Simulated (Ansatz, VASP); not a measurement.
## P in VASP and in Ansatz

```
P
1.0
     4.87978    0.00000    0.00000
     0.00000    4.87978    0.00000
     0.00000    0.00000    4.87978
P
8
Cartesian
  2.4399 2.4399 2.4399
  0.0000 0.0000 0.0000
  1.2199 0.0000 2.4399
  2.4399 1.2199 0.0000
  2.4399 3.6598 0.0000
  3.6598 0.0000 2.4399
  0.0000 2.4399 3.6598
  0.0000 2.4399 1.2199
```

Alike in both runs: functional PBE; k mesh 4 × 4 × 4; occupations gaussian, width 0.1 eV; no spin polarisation.

Ansatz relaxed the structure, and its values are those at the end. VASP's run is a single point on that final structure, the one shown.

```csv
,VASP,Ansatz
version,VASP 6.6.1,Ansatz 0.2.0
potentials or method,"VASP PAW PBE potentials, release 64 (P), cutoff 520 eV","scalar-relativistic, plane waves, PAW"
valence electrons in the cell,40,40
```

|  | VASP | Ansatz | Ansatz less VASP |
| --- | --- | --- | --- |
| gap on the k mesh at the Fermi level (eV) | none | none | - |
| pressure (GPa) | -0.4 | -0.2 | +0.18 |

A gap of «none» marks a metal or a gap that the smearing closes. The functional is the same, so the differences come from potentials, cutoffs and numerics.
